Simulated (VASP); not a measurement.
# TePb (F-43m) in VASP: single point with r2SCAN

Aim: the single point of TePb with r2SCAN.

Program: VASP 6.6.1. These are calculated values, not measurements. Logs are shortened: lines on timing, memory, paths and dates and some standing lists are left out, and cuts for length are marked.

**1. The cell of the first run**

The structure is cubic, space group F-43m (No. 216). The conventional cell has a = 7.283 Å, b = 7.283 Å, c = 7.283 Å, α = 90.00°, β = 90.00°, γ = 90.00°. Pb (site symmetry -43m) has 4 Te at 3.15 Å within 4.1 Å. Te (site symmetry -43m) has 4 Pb at 3.15 Å within 4.1 Å.

**2. Single point, r2SCAN**

File POSCAR:

```
TePb
1.0
    0.0000000000      3.6414940692      3.6414940692
    3.6414940692      0.0000000000      3.6414940692
    3.6414940692      3.6414940692      0.0000000000
Pb Te
1 1
Direct
    0.0000000000      0.0000000000      0.0000000000
    0.2500000000      0.2500000000      0.2500000000
```

File INCAR.step1:

```
ALGO     = Normal         # electronic algorithm
EDIFF    = 1E-5           # SCF threshold, eV
ENCUT    = 550            # plane-wave cutoff, eV
GGA      = PE             # functional
GGA_COMPAT= False        
ISMEAR   = 0              # smearing method
LASPH    = True           # aspherical terms in the spheres
LCHARG   = False          # write CHGCAR
LREAL    = False          # projectors in reciprocal space
LWAVE    = True           # write WAVECAR
NBANDS   = 17             # bands
NELM     = 120            # most SCF steps
PREC     = Accurate       # precision mode
SIGMA    = 0.01           # smearing width, eV
```

File INCAR.step2:

```
ALGO     = Normal         # electronic algorithm
EDIFF    = 1E-6           # SCF threshold, eV
ENCUT    = 550            # plane-wave cutoff, eV
GGA_COMPAT= False        
ISIF     = 2              # what is computed and relaxed
ISMEAR   = 0              # smearing method
ISTART   = 1            
LASPH    = True           # aspherical terms in the spheres
LCHARG   = True           # write CHGCAR
LELF     = True           # ELF
LMIXTAU  = True         
LREAL    = False          # projectors in reciprocal space
LVHAR    = True         
LWAVE    = False          # write WAVECAR
METAGGA  = R2SCAN         # meta-GGA
NBANDS   = 17             # bands
NELM     = 120            # most SCF steps
PREC     = Accurate       # precision mode
SIGMA    = 0.01           # smearing width, eV
```

File KPOINTS:

```
k-points
0
Gamma
  6 6 6
```

Potentials or basis: VASP PAW PBE potentials, release 64 (Pb_d, Te).

Run with:

```
$ cat potpaw_PBE.64/Pb_d/POTCAR potpaw_PBE.64/Te/POTCAR > POTCAR
$ cp INCAR.step1 INCAR
$ mpirun -np 1 vasp_std > vasp.out
$ cp INCAR.step2 INCAR
$ mpirun -np 1 vasp_std > vasp.out
```

OUTCAR:

```text
EDIFF = 1E-6
   ENCUT = 550
   ISIF = 2
   ISMEAR = 0
   ISTART = 1
   LASPH = True
   LREAL = False
   METAGGA = R2SCAN
   NELM = 120
   PREC = Accurate

 ion  position               nearest neighbor table
   1  0.000  0.000  0.000-   2 3.15   2 3.15   2 3.15   2 3.15
   2  0.250  0.250  0.250-   1 3.15   1 3.15   1 3.15   1 3.15

  LATTYP: Found a face centered cubic cell.
 ALAT       =     7.2829881384

  Lattice vectors:

 A1 = (   0.0000000000,   3.6414940692,   3.6414940692)
 A2 = (   3.6414940692,   0.0000000000,   3.6414940692)
 A3 = (   3.6414940692,   3.6414940692,   0.0000000000)

Analysis of symmetry for initial positions (statically):
=====================================================================
 Subroutine PRICEL returns:
 Original cell was already a primitive cell.

 Routine SETGRP: Setting up the symmetry group for a
 face centered cubic supercell.

 Subroutine GETGRP returns: Found 24 space group operations
 (whereof 24 operations were pure point group operations)
 out of a pool of 48 trial point group operations.

The static configuration has the point symmetry T_d .

Analysis of symmetry for dynamics (positions and initial velocities):
=====================================================================
 Subroutine PRICEL returns:
 Original cell was already a primitive cell.

 Routine SETGRP: Setting up the symmetry group for a
 face centered cubic supercell.

 Subroutine GETGRP returns: Found 24 space group operations
 (whereof 24 operations were pure point group operations)
 out of a pool of 48 trial point group operations.

The dynamic configuration has the point symmetry T_d .

 Subroutine INISYM returns: Found 24 space group operations
 (whereof 24 operations are pure point group operations),
 and found     1 'primitive' translations

----------------------------------------------------------------------------------------

                                     Primitive cell

  volume of cell :      96.5759

  direct lattice vectors                    reciprocal lattice vectors
     0.000000000  3.641494069  3.641494069    -0.137306279  0.137306279  0.137306279
     3.641494069  0.000000000  3.641494069     0.137306279 -0.137306279  0.137306279
     3.641494069  3.641494069  0.000000000     0.137306279  0.137306279 -0.137306279

  length of vectors
     5.149850300  5.149850300  5.149850300     0.237821451  0.237821451  0.237821451

  position of ions in fractional coordinates (direct lattice)
     0.000000000  0.000000000  0.000000000
     0.250000000  0.250000000  0.250000000

  ion indices of the primitive-cell ions
   primitive index   ion index
                 1           1
                 2           2

----------------------------------------------------------------------------------------

 KPOINTS: k-points

Automatic generation of k-mesh.
 Grid dimensions read from file:
 generate k-points for:    6    6    6

 Generating k-lattice:

  Cartesian coordinates                     Fractional coordinates (reciprocal lattice)
    -0.022884380  0.022884380  0.022884380     0.166666667  0.000000000  0.000000000
     0.022884380 -0.022884380  0.022884380     0.000000000  0.166666667  0.000000000
     0.022884380  0.022884380 -0.022884380     0.000000000  0.000000000  0.166666667

  Length of vectors
     0.039636909  0.039636909  0.039636909

  Shift w.r.t. Gamma in fractional coordinates (k-lattice)
     0.000000000  0.000000000  0.000000000

 Subroutine IBZKPT returns following result:
 ===========================================

 Found     16 irreducible k-points:

 Following reciprocal coordinates:
            Coordinates               Weight
  0.000000  0.000000  0.000000      1.000000
  0.166667  0.000000  0.000000      8.000000
  0.333333  0.000000  0.000000      8.000000
  0.500000  0.000000  0.000000      4.000000
  0.166667  0.166667  0.000000      6.000000
  0.333333  0.166667  0.000000     24.000000
[... 8 lines left out ...]
 -0.333333  0.333333  0.166667     24.000000
 -0.333333  0.500000  0.166667     12.000000
   k-points           NKPTS =     16   k-points in BZ     NKDIM =     16   number of bands    NBANDS=     17
   number of dos      NEDOS =    301   number of ions     NIONS =      2
   total plane-waves  NPLWV =  64000
   dimension x,y,z NGX =    40 NGY =   40 NGZ =   40
   dimension x,y,z NGXF=    80 NGYF=   80 NGZF=   80
   ions per type =               1   1
   NGX,Y,Z   is equivalent  to a cutoff of  12.91, 12.91, 12.91 a.u.
   NGXF,Y,Z  is equivalent  to a cutoff of  25.83, 25.83, 25.83 a.u.
 SYSTEM =  unknown system
   PREC   = accura    normal or accurate (medium, high low for compatibility)
   ISTART =      1    job   : 0-new  1-cont  2-samecut
   ICHARG =      0    charge: 1-file 2-atom 10-const
   ISPIN  =      1    spin polarized calculation?
   LNONCOLLINEAR =      F non collinear calculations
   LSORBIT =      F    spin-orbit coupling
   LASPH  =      T    aspherical Exc in radial PAW
   ENCUT  =  550.0 eV  40.42 Ry    6.36 a.u.   9.85  9.85  9.85*2*pi/ulx,y,z
   NELM   =    120;   NELMIN=  2; NELMDL=  0     # of ELM steps
   EDIFF  = 0.1E-05   stopping-criterion for ELM
   LREAL  =      F    real-space projection
   EDIFFG = 0.1E-04   stopping-criterion for IOM
   NSW    =      0    number of steps for IOM
   IBRION =     -1    ionic relax: 0-MD 1-quasi-New 2-CG
   NFREE  =      0    steps in history (QN), initial steepest desc. (CG)
   ISIF   =      2    stress and relaxation
   ISYM   =      2    0-nonsym 1-usesym 2-fastsym
   POTIM  = 0.5000    time-step for ionic-motion
   TEBEG  =    0.0;   TEEND  =   0.0 temperature during run
   PSTRESS=    0.0 pullay stress
   NELECT =      20.0000    total number of electrons
   NUPDOWN=      -1.0000    fix difference up-down
   EMIN   =  10.00;   EMAX   =-10.00  energy-range for DOS
   EFERMI =   0.00;   METHOD = LEGACY
   ISMEAR =     0;   SIGMA  =   0.01  broadening in eV -4-tet -1-fermi 0-gaus
   EFERMI_NEDOS =   21; number of points for ismear=-14 and -15
   IALGO  =     38    algorithm
   IMIX   =      4    mixing-type and parameters
     AMIX     =   0.40;   BMIX     =  1.00
     AMIX_MAG =   1.60;   BMIX_MAG =  1.00
  volume/ion in A,a.u.               =      48.29       325.86
  Fermi-wavevector in a.u.,A,eV,Ry     =   0.968565  1.830322 12.763860  0.938117
  Thomas-Fermi vector in A             =   2.098544
   LORBIT       =      0    0 simple, 1 ext, 2 COOP (PROOUT), +10 PAW based schemes
   METAGGA = R2SCAN    functional components
   LHFCALC =     F    Hartree Fock is set to
   AEXX    =    0.0000 exact exchange contribution
   IVDW    =     0    specifies the selected vdW correction
   LEPSILON=     F    determine dielectric tensor
   LRPA    =     F    only Hartree local field effects (RPA)
 non-spin polarized calculation
 Gauss-broadening in eV      SIGMA  =   0.01
  energy-cutoff  :      550.00
  volume of cell :       96.58
 maximum number of plane-waves:      2838
   NGX = 19   NGY = 19   NGZ = 19

 number of electron      20.0000000 magnetization

 Free energy of the ion-electron system (eV)
  ---------------------------------------------------
  ext. energy  EPLUGINS =         0.00000000
  ---------------------------------------------------
  free energy    TOTEN  =       -82.21300417 eV

  energy without entropy =      -82.21300417  energy(sigma->0) =      -82.21300417

 E-fermi :   2.5293     XC(G=0):  -7.9334

 val. band max:        2.4718916020   @ k =  -0.3333   0.5000   0.1667
 cond. band min:       3.3779595457   @ k =   0.5000   0.5000   0.0000
 fundamental gap:      0.9060679436
 Fermi energy:         2.5292930352

 k-point     1 :       0.0000    0.0000    0.0000
  band No.  band energies     occupation
      1     -14.9353      2.00000
      2     -14.9353      2.00000
      3     -14.9353      2.00000
      4     -14.9068      2.00000
      5     -14.9068      2.00000
      6      -9.2072      2.00000
[... 9 lines left out ...]
     16      10.1170      0.00000
     17      10.9503      0.00000

 k-point     2 :       0.1667    0.0000    0.0000
  band No.  band energies     occupation
      1     -14.9379      2.00000
      2     -14.9339      2.00000
      3     -14.9339      2.00000
      4     -14.9068      2.00000
      5     -14.9068      2.00000
      6      -9.0569      2.00000
[... 9 lines left out ...]
     16       9.4900      0.00000
     17      10.3493      0.00000

 k-point     3 :       0.3333    0.0000    0.0000
  band No.  band energies     occupation
      1     -14.9432      2.00000
      2     -14.9314      2.00000
      3     -14.9314      2.00000
      4     -14.9064      2.00000
      5     -14.9064      2.00000
      6      -8.6886      2.00000
[... 9 lines left out ...]
     16       9.5978      0.00000
     17      10.6110      0.00000

 k-point     4 :       0.5000    0.0000    0.0000
  band No.  band energies     occupation
      1     -14.9458      2.00000
      2     -14.9303      2.00000
      3     -14.9303      2.00000
      4     -14.9061      2.00000
      5     -14.9061      2.00000
      6      -8.4467      2.00000
[... 9 lines left out ...]
     16      10.3638      0.00000
     17      10.3638      0.00000
[... 183 lines left out ...]
      1     -14.9488      2.00000
      2     -14.9289      2.00000
      3     -14.9273      2.00000
      4     -14.9081      2.00000
      5     -14.9053      2.00000
      6      -8.3778      2.00000
[... 9 lines left out ...]
     16      10.7696      0.00000
     17      11.5722      0.00000

 k-point    15 :      -0.3333    0.3333    0.1667
  band No.  band energies     occupation
      1     -14.9501      2.00000
      2     -14.9287      2.00000
      3     -14.9261      2.00000
      4     -14.9077      2.00000
      5     -14.9056      2.00000
      6      -8.1716      2.00000
[... 9 lines left out ...]
     16      10.6255      0.00000
     17      11.4948      0.00000

 k-point    16 :      -0.3333    0.5000    0.1667
  band No.  band energies     occupation
      1     -14.9526      2.00000
      2     -14.9272      2.00000
      3     -14.9245      2.00000
      4     -14.9088      2.00000
      5     -14.9048      2.00000
      6      -8.0567      2.00000
[... 9 lines left out ...]
     16      11.2520      0.00000
     17      11.5285      0.00000

------------------------ aborting loop because EDIFF is reached ----------------------------------------

  FORCE on cell =-STRESS in cart. coord.  units (eV):
  Direction    XX          YY          ZZ          XY          YZ          ZX
  --------------------------------------------------------------------------------------
  -------------------------------------------------------------------------------------
  Total        0.0090879      0.0090879      0.0090879     -0.0000000      0.0000000     -0.0000000
  in kB        0.1507667      0.1507667      0.1507667     -0.0000000      0.0000000     -0.0000000
  external PRESSURE =       0.1507667 kB  Pullay stress =       0.0000000 kB

 VOLUME and BASIS-vectors are now :
 -----------------------------------------------------------------------------
  energy-cutoff  :      550.00
  volume of cell :       96.58
      direct lattice vectors                 reciprocal lattice vectors
     0.000000000  3.641494069  3.641494069    -0.137306279  0.137306279  0.137306279
     3.641494069  0.000000000  3.641494069     0.137306279 -0.137306279  0.137306279
     3.641494069  3.641494069  0.000000000     0.137306279  0.137306279 -0.137306279

 POSITION                                       TOTAL-FORCE (eV/Angst)
 -----------------------------------------------------------------------------------
      0.00000      0.00000      0.00000        -0.000000     -0.000000     -0.000000
      1.82075      1.82075      1.82075         0.000000      0.000000      0.000000
 -----------------------------------------------------------------------------------
    total drift:                                0.000000      0.000000      0.000000

  FREE ENERGIE OF THE ION-ELECTRON SYSTEM (eV)
  ---------------------------------------------------
  free  energy   TOTEN  =       -82.2130041733 eV

  energy  without entropy=      -82.2130041733  energy(sigma->0) =      -82.21300417
```

Wall time 3.3 min (1 thread of Intel Xeon 8259CL, shared host); peak memory 0.27 GiB.

What came out:

- Free energy: -82.2130 eV
- Pressure: 0.0 GPa
- Band gap on the k mesh: 0.91 eV, indirect (least direct gap 1.37 eV)

Levels at points of the mesh, in eV from the valence-band top:
| k point | band 6 | band 7 | band 8 | band 9 | band 10 | band 11 | band 12 | band 13 | band 14 | band 15 |
| --- | --- | --- | --- | --- | --- | --- | --- | --- | --- | --- |
| (0.00, 0.00, 0.00) | -11.68 | -6.14 | -1.40 | -1.40 | -1.40 | 1.87 | 1.87 | 1.87 | 4.43 | 7.65 |
| (0.50, 0.00, 0.00) | -10.92 | -7.93 | -1.97 | -1.97 | -1.81 | 2.70 | 2.70 | 4.16 | 6.18 | 7.23 |
| (0.50, 0.50, 0.00) | -10.53 | -8.47 | -2.66 | -2.66 | -0.46 | 0.91 | 4.87 | 4.87 | 6.13 | 7.43 |

Caveat: the PAW data sets were made with another functional, which shifts forces and pressure a little; spin-orbit coupling is left out, which moves the levels of the heavy elements.
